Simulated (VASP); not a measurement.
# LiCl (Fm-3m) in VASP: a series of runs

The runs below take LiCl through vibrations by perturbation theory, with PBEsol.

Everything below comes from runs of VASP 6.6.1. Logs are shortened: lines on timing, memory, paths and dates and some standing lists are left out, and cuts for length are marked.

### Step 1. The cell of the first run

The structure is cubic, space group Fm-3m (No. 225). The conventional cell has a = 4.979 Å, b = 4.979 Å, c = 4.979 Å, α = 90.00°, β = 90.00°, γ = 90.00°. Within 3.3 Å of Li (site symmetry m-3m) lie 6 Cl at 2.49 Å. Cl (site symmetry m-3m) has 6 Li at 2.49 Å within 3.3 Å.

### Step 2. Vibrations by perturbation theory, PBEsol

Input file INCAR:

```
  PREC = Accurate
  ENCUT = 520
  EDIFF = 1E-8
  ISMEAR = 0
  SIGMA = 0.01
  LREAL = False
  LASPH = True
  NELM = 80
  ALGO = Normal
  ISIF = 2
  LWAVE = False
  LCHARG = False
  GGA = PS
  NBANDS = 12
  IBRION = 8
  NSW = 1
  LEPSILON = True
```

Input file KPOINTS:

```
Automatic mesh
0
Gamma
  8 8 8
```

Input file POSCAR:

```
LiCl
1.0
    0.0000000000      2.4894001236      2.4894001236
    2.4894001236      0.0000000000      2.4894001236
    2.4894001236      2.4894001236      0.0000000000
Li Cl
1 1
Direct
    0.0000000000      0.0000000000      0.0000000000
    0.5000000000      0.5000000000      0.5000000000
```

Potentials or basis: VASP PAW PBE potentials, release 64 (Li_sv, Cl).

The run is started by

```console
cat potpaw_PBE.64/Li_sv/POTCAR potpaw_PBE.64/Cl/POTCAR > POTCAR
mpirun -np 1 vasp_std > vasp.out
```

OUTCAR:

```text
PREC = Accurate
   ENCUT = 520
   EDIFF = 1E-8
   ISMEAR = 0
   LREAL = False
   LASPH = True
   NELM = 80
   ISIF = 2
   GGA = PS
   IBRION = 8
   NSW = 1
   LEPSILON = True

 ion  position               nearest neighbor table
   1  0.000  0.000  0.000-   2 2.49   2 2.49   2 2.49   2 2.49   2 2.49   2 2.49
   2  0.500  0.500  0.500-   1 2.49   1 2.49   1 2.49   1 2.49   1 2.49   1 2.49

  LATTYP: Found a face centered cubic cell.
 ALAT       =     4.9788002472

  Lattice vectors:

 A1 = (   0.0000000000,   2.4894001236,   2.4894001236)
 A2 = (   2.4894001236,   0.0000000000,   2.4894001236)
 A3 = (   2.4894001236,   2.4894001236,   0.0000000000)

Analysis of symmetry for initial positions (statically):
=====================================================================
 Subroutine PRICEL returns:
 Original cell was already a primitive cell.

 Routine SETGRP: Setting up the symmetry group for a
 face centered cubic supercell.

 Subroutine GETGRP returns: Found 48 space group operations
 (whereof 48 operations were pure point group operations)
 out of a pool of 48 trial point group operations.

The static configuration has the point symmetry O_h .

Analysis of symmetry for dynamics (positions and initial velocities):
=====================================================================
 Subroutine PRICEL returns:
 Original cell was already a primitive cell.

 Routine SETGRP: Setting up the symmetry group for a
 face centered cubic supercell.

 Subroutine GETGRP returns: Found 48 space group operations
 (whereof 48 operations were pure point group operations)
 out of a pool of 48 trial point group operations.

The dynamic configuration has the point symmetry O_h .

 Subroutine INISYM returns: Found 48 space group operations
 (whereof 48 operations are pure point group operations),
 and found     1 'primitive' translations

----------------------------------------------------------------------------------------

                                     Primitive cell

  volume of cell :      30.8542

  direct lattice vectors                    reciprocal lattice vectors
     0.000000000  2.489400124  2.489400124    -0.200851601  0.200851601  0.200851601
     2.489400124  0.000000000  2.489400124     0.200851601 -0.200851601  0.200851601
     2.489400124  2.489400124  0.000000000     0.200851601  0.200851601 -0.200851601

  length of vectors
     3.520543417  3.520543417  3.520543417     0.347885177  0.347885177  0.347885177

  position of ions in fractional coordinates (direct lattice)
     0.000000000  0.000000000  0.000000000
     0.500000000  0.500000000  0.500000000

  ion indices of the primitive-cell ions
   primitive index   ion index
                 1           1
                 2           2

----------------------------------------------------------------------------------------

 KPOINTS: Automatic mesh

Automatic generation of k-mesh.
 Grid dimensions read from file:
 generate k-points for:    8    8    8

 Generating k-lattice:

  Cartesian coordinates                     Fractional coordinates (reciprocal lattice)
    -0.025106450  0.025106450  0.025106450     0.125000000  0.000000000  0.000000000
     0.025106450 -0.025106450  0.025106450     0.000000000  0.125000000  0.000000000
     0.025106450  0.025106450 -0.025106450     0.000000000  0.000000000  0.125000000
[... 511 lines left out ...]
  free energy    TOTEN  =        -0.20393302 eV

  energy without entropy =       -0.20393302

------------------------ aborting loop because EDIFF is reached ----------------------------------------

--------------------------------------- Ionic step        2  -------------------------------------------

------------------------ aborting loop because EDIFF is reached ----------------------------------------

--------------------------------------- Ionic step        3  -------------------------------------------

------------------------ aborting loop because EDIFF is reached ----------------------------------------

 PIEZOELECTRIC TENSOR FIELD DIRECTION 3  (e Angst)
 -----------------------------------------------------------------------------
    -0.00038  0.00000  0.00000           ( -0.00000  0.00000  0.00000)
     0.00000 -0.00038  0.00000           (  0.00000 -0.00000  0.00000)
     0.00000 -0.00000 -0.00024           (  0.00000  0.00000 -0.00000)

 PIEZOELECTRIC TENSOR FIELD DIRECTION 3  (C/m^2)
 -----------------------------------------------------------------------------
    -0.00020  0.00000  0.00000
     0.00000 -0.00020  0.00000
     0.00000 -0.00000 -0.00013

--------------------------------------- Ionic step        4  -------------------------------------------

------------------------ aborting loop because EDIFF is reached ----------------------------------------

[... ionic steps 5 to 6 ...]

--------------------------------------- Ionic step        7  -------------------------------------------

 Free energy of the ion-electron system (eV)
  ---------------------------------------------------
  ---------------------------------------------------
  free energy    TOTEN  =        -0.18710996 eV

  energy without entropy =       -0.18710996

------------------------ aborting loop because EDIFF is reached ----------------------------------------

 INTERNAL STRAIN TENSOR  FOR ION    2  DIRECTION 1   (eV/Angst):
 -----------------------------------------------------------------------------
     0.00224  0.00000  0.00000
    -0.00000  0.01030 -0.00000
    -0.00000 -0.00000  0.01030

 MACROSCOPIC STATIC DIELECTRIC TENSOR (including local field effects in DFT)
 ------------------------------------------------------
           3.153772     0.000000     0.000000
           0.000000     3.153772     0.000000
           0.000000     0.000000     3.153772
 ------------------------------------------------------

 PIEZOELECTRIC TENSOR (including local field effects)  for field in x, y, z        (e  Angst)
          XX          YY          ZZ          XY          YZ          ZX
  --------------------------------------------------------------------------------
  x     0.00000     0.00000     0.00000     0.00000     0.00000     0.00000
  y     0.00000     0.00000     0.00000     0.00000     0.00000     0.00000
  z     0.00000     0.00000     0.00000     0.00000     0.00000     0.00000

 PIEZOELECTRIC TENSOR (including local field effects)  for field in x, y, z        (C/m^2)
          XX          YY          ZZ          XY          YZ          ZX
  --------------------------------------------------------------------------------
  x     0.00000     0.00000     0.00000     0.00000     0.00000     0.00000
  y     0.00000     0.00000     0.00000     0.00000     0.00000     0.00000
  z     0.00000     0.00000     0.00000     0.00000     0.00000     0.00000

 BORN EFFECTIVE CHARGES (including local field effects) (in |e|, cummulative output)
 ---------------------------------------------------------------------------------
 ion    1
    1     1.16489     0.00000     0.00000
    2     0.00000     1.16489     0.00000
    3     0.00000     0.00000     1.16489
 ion    2
    1    -1.16489     0.00000     0.00000
    2     0.00000    -1.16489     0.00000
    3     0.00000     0.00000    -1.16489

 INTERNAL STRAIN TENSOR FOR ION    2 for displacements in x,y,z  (eV/Angst):
          X           Y           Z          XY          YZ          ZX
  --------------------------------------------------------------------------------
  x     0.00000     0.00000     0.00000     0.00000     0.00000     0.00000
  y     0.00000     0.00000     0.00000     0.00000     0.00000     0.00000
  z     0.00000     0.00000     0.00000     0.00000     0.00000     0.00000

 SECOND DERIVATIVES (NOT SYMMETRIZED)
 ------------------------------------
               1X          1Y          1Z          2X          2Y          2Z
  1X    -1.222066    0.000000    0.000000    1.222066    0.000000    0.000000
  1Y     0.000000   -1.222066    0.000000    0.000000    1.222066    0.000000
  1Z     0.000000    0.000000   -1.222066    0.000000    0.000000    1.222066
  2X     1.245600    0.000000    0.000000   -1.245600    0.000000    0.000000
  2Y     0.000000    1.245600    0.000000    0.000000   -1.245600    0.000000
  2Z     0.000000    0.000000    1.245600    0.000000    0.000000   -1.245600

 Eigenvectors and eigenvalues of the dynamical matrix
 ----------------------------------------------------

   1 f  =    7.155005 THz    44.956225 2PiTHz  238.665293 cm-1    29.590712 meV
             X         Y         Z           dx          dy          dz
      0.000000  0.000000  0.000000     0.000000    0.912283    0.000000
      2.489400  2.489400  2.489400     0.000000   -0.409560    0.000000
[... 21 lines left out ...]
   6 f/i=    0.025496 THz     0.160196 2PiTHz    0.850452 cm-1     0.105443 meV
             X         Y         Z           dx          dy          dz
      0.000000  0.000000  0.000000     0.000000    0.000000   -0.409560
      2.489400  2.489400  2.489400     0.000000    0.000000   -0.912283

--------------------------------------------------------------------------------------------------------

 MACROSCOPIC STATIC DIELECTRIC TENSOR IONIC CONTRIBUTION
 ------------------------------------------------------
           6.449813     0.000000     0.000000
           0.000000     6.449813     0.000000
           0.000000     0.000000     6.449813
 ------------------------------------------------------

 ELASTIC MODULI CONTR FROM IONIC RELAXATION (kBar)
 Direction    XX          YY          ZZ          XY          YZ          ZX
 --------------------------------------------------------------------------------
 XX           0.0000      0.0000      0.0000      0.0000      0.0000      0.0000
 YY           0.0000      0.0000      0.0000      0.0000      0.0000      0.0000
 ZZ           0.0000      0.0000      0.0000      0.0000      0.0000      0.0000
 XY           0.0000      0.0000      0.0000      0.0000      0.0000      0.0000
 YZ           0.0000      0.0000      0.0000      0.0000      0.0000      0.0000
 ZX           0.0000      0.0000      0.0000      0.0000      0.0000      0.0000
 --------------------------------------------------------------------------------

 PIEZOELECTRIC TENSOR IONIC CONTR  for field in x, y, z        (C/m^2)
          XX          YY          ZZ          XY          YZ          ZX
  --------------------------------------------------------------------------------
  x     0.00000     0.00000     0.00000     0.00000     0.00000     0.00000
  y     0.00000     0.00000     0.00000     0.00000     0.00000     0.00000
  z     0.00000     0.00000     0.00000     0.00000     0.00000     0.00000
```

Run time: 3.9 min. Hardware: 1 thread of Intel Xeon 6975P-C (Granite Rapids), shared host; peak memory 0.19 GiB.

What came out:

```
Electronic dielectric tensor (diagonal)                 : 3.15
Born charges (mean of the diagonal)                     : Li +1.16; Cl -1.16 e
Highest phonon frequency at Γ, LO-TO splitting left out : 239 cm⁻¹
```

Phonon frequencies in cm⁻¹ (negative: imaginary):
```csv
q point,frequencies
"(0.000, 0.000, 0.000)",-1 -1 -1 239 239 239
```

Electronic dielectric tensor:
```
3.15 0.00 0.00
0.00 3.15 0.00
0.00 0.00 3.15
```

Born effective charge tensors (e):
atom 1, Li
```
1.16 0.00 0.00
0.00 1.16 0.00
0.00 0.00 1.16
```
atom 2, Cl
```
-1.16  0.00  0.00
 0.00 -1.16  0.00
 0.00  0.00 -1.16
```

Caveat: the cell wasn't relaxed at this level first, which shifts response properties; the cutoff is under 1.25 times the usual one of these potentials, so pressure, stress and relaxed cells hold a basis-set (Pulay) error; the PAW data sets were made with another functional, which shifts forces and pressure a little.

### Step 3. Vibrations by perturbation theory, PBEsol

This run uses another cell than the first one, of 11.12 Å³/atom, 0.721 times its volume.

Input file INCAR:

```
PREC = Accurate
ENCUT = 520
EDIFF = 1E-8
ISMEAR = 0
SIGMA = 0.01
LREAL = False
LASPH = True
NELM = 80
ALGO = Normal
ISIF = 2
LWAVE = False
LCHARG = False
GGA = PS
IBRION = 8
NSW = 1
LEPSILON = True
```

Input file KPOINTS:

```
regular mesh
0
Gamma
  10 10 10
```

Input file POSCAR:

```
LiCl
1.0
    0.0000000000      2.2323431310      2.2323431310
    2.2323431310      0.0000000000      2.2323431310
    2.2323431310      2.2323431310      0.0000000000
Li Cl
1 1
Direct
    0.0000000000      0.0000000000      0.0000000000
    0.5000000000      0.5000000000      0.5000000000
```

Potentials or basis: VASP PAW PBE potentials, release 64 (Li_sv, Cl).

The run is started by

```console
cat potpaw_PBE.64/Li_sv/POTCAR potpaw_PBE.64/Cl/POTCAR > POTCAR
mpirun -np 1 vasp_std > vasp.out
```

OUTCAR:

```text
PREC = Accurate
   ENCUT = 520
   EDIFF = 1E-8
   ISMEAR = 0
   LREAL = False
   LASPH = True
   NELM = 80
   ISIF = 2
   GGA = PS
   IBRION = 8
   NSW = 1
   LEPSILON = True

 ion  position               nearest neighbor table
   1  0.000  0.000  0.000-   2 2.23   2 2.23   2 2.23   2 2.23   2 2.23   2 2.23
   2  0.500  0.500  0.500-   1 2.23   1 2.23   1 2.23   1 2.23   1 2.23   1 2.23

  LATTYP: Found a face centered cubic cell.
 ALAT       =     4.4646862620

  Lattice vectors:

 A1 = (   0.0000000000,   2.2323431310,   2.2323431310)
 A2 = (   2.2323431310,   0.0000000000,   2.2323431310)
 A3 = (   2.2323431310,   2.2323431310,   0.0000000000)

Analysis of symmetry for initial positions (statically):
=====================================================================
 Subroutine PRICEL returns:
 Original cell was already a primitive cell.

[... 587 lines left out ...]

 SECOND DERIVATIVES (NOT SYMMETRIZED)
 ------------------------------------
               1X          1Y          1Z          2X          2Y          2Z
  1X    -4.875469    0.000000    0.000000    4.875469    0.000000    0.000000
  1Y     0.000000   -4.875469    0.000000    0.000000    4.875469    0.000000
  1Z     0.000000    0.000000   -4.875469    0.000000    0.000000    4.875469
  2X     4.883790    0.000000    0.000000   -4.883790    0.000000    0.000000
  2Y     0.000000    4.883790    0.000000    0.000000   -4.883790    0.000000
  2Z     0.000000    0.000000    4.883790    0.000000    0.000000   -4.883790

 Eigenvectors and eigenvalues of the dynamical matrix
 ----------------------------------------------------

   1 f  =   14.270525 THz    89.664350 2PiTHz  476.013460 cm-1    59.018121 meV
             X         Y         Z           dx          dy          dz
      0.000000  0.000000  0.000000     0.000000   -0.913608   -0.000000
      2.232343  2.232343  2.232343     0.000000    0.406596    0.000000
[... 21 lines left out ...]
   6 f/i=    0.004520 THz     0.028399 2PiTHz    0.150763 cm-1     0.018692 meV
             X         Y         Z           dx          dy          dz
      0.000000  0.000000  0.000000     0.000000   -0.182410   -0.363383
      2.232343  2.232343  2.232343     0.000000   -0.409869   -0.816509

--------------------------------------------------------------------------------------------------------

 MACROSCOPIC STATIC DIELECTRIC TENSOR IONIC CONTRIBUTION
 ------------------------------------------------------
           1.920512     0.000000     0.000000
           0.000000     1.920512     0.000000
           0.000000     0.000000     1.920512
 ------------------------------------------------------

 ELASTIC MODULI CONTR FROM IONIC RELAXATION (kBar)
 Direction    XX          YY          ZZ          XY          YZ          ZX
 --------------------------------------------------------------------------------
 XX           0.0000      0.0000      0.0000      0.0000      0.0000      0.0000
 YY           0.0000      0.0000      0.0000      0.0000      0.0000      0.0000
 ZZ           0.0000      0.0000      0.0000      0.0000      0.0000      0.0000
 XY           0.0000      0.0000      0.0000      0.0000      0.0000      0.0000
 YZ           0.0000      0.0000      0.0000      0.0000      0.0000      0.0000
 ZX           0.0000      0.0000      0.0000      0.0000      0.0000      0.0000
 --------------------------------------------------------------------------------

 PIEZOELECTRIC TENSOR IONIC CONTR  for field in x, y, z        (C/m^2)
          XX          YY          ZZ          XY          YZ          ZX
  --------------------------------------------------------------------------------
  x     0.00000     0.00000     0.00000     0.00000     0.00000     0.00000
  y     0.00000     0.00000     0.00000     0.00000     0.00000     0.00000
  z     0.00000     0.00000     0.00000     0.00000     0.00000     0.00000
```

OSZICAR:

```text
N       E                     dE             d eps       ncg     rms          rms(c)
DAV:   1     0.428152671990E+02    0.42815E+02   -0.46830E+03   846   0.107E+03
DAV:   2    -0.566934592338E+01   -0.48485E+02   -0.47206E+02  1127   0.173E+02
DAV:   3    -0.697413604928E+01   -0.13048E+01   -0.13028E+01  1082   0.335E+01
DAV:   4    -0.699817465136E+01   -0.24039E-01   -0.24013E-01  1291   0.416E+00
[... 247 lines left out ...]
RMM:  18    -0.180402016411E+00   -0.76205E-09    0.18689E-07  3025   0.220E-04    0.444E-07
RMM:  19    -0.180402016662E+00   -0.25048E-09    0.18584E-07  2863   0.219E-04    0.336E-07
RMM:  20    -0.180402018202E+00   -0.15397E-08    0.18109E-07  2821   0.219E-04    0.164E-07
RMM:  21    -0.180402018122E+00    0.79270E-10    0.18373E-07  2728   0.219E-04    0.149E-07
RMM:  22    -0.180402017441E+00    0.68100E-09    0.18069E-07  2684   0.219E-04    0.408E-08
 Linear response finished
```

Run time: 2.6 min. Hardware: 1 thread of Intel Xeon 6975P-C (Granite Rapids), shared host; peak memory 0.18 GiB.

Results:

| Property | Result |
| --- | --- |
| Electronic dielectric tensor (diagonal) | 3.76 |
| Born charges (mean of the diagonal) | Li +1.07; Cl -1.07 e |
| Highest phonon frequency at Γ, LO-TO splitting left out | 476 cm⁻¹ |

Phonon frequencies in cm⁻¹ (negative: imaginary):
| q point | frequencies |
| --- | --- |
| (0.000, 0.000, 0.000) | 0 0 0 476 476 476 |

Electronic dielectric tensor:
```
3.76 0.00 0.00
0.00 3.76 0.00
0.00 0.00 3.76
```

Born effective charge tensors (e):
atom 1, Li
```
1.07 0.00 0.00
0.00 1.07 0.00
0.00 0.00 1.07
```
atom 2, Cl
```
-1.07  0.00  0.00
 0.00 -1.07  0.00
 0.00  0.00 -1.07
```

Caveat: the cell wasn't relaxed at this level first, which shifts response properties; the cutoff is under 1.25 times the usual one of these potentials, so pressure, stress and relaxed cells hold a basis-set (Pulay) error; the PAW data sets were made with another functional, which shifts forces and pressure a little.
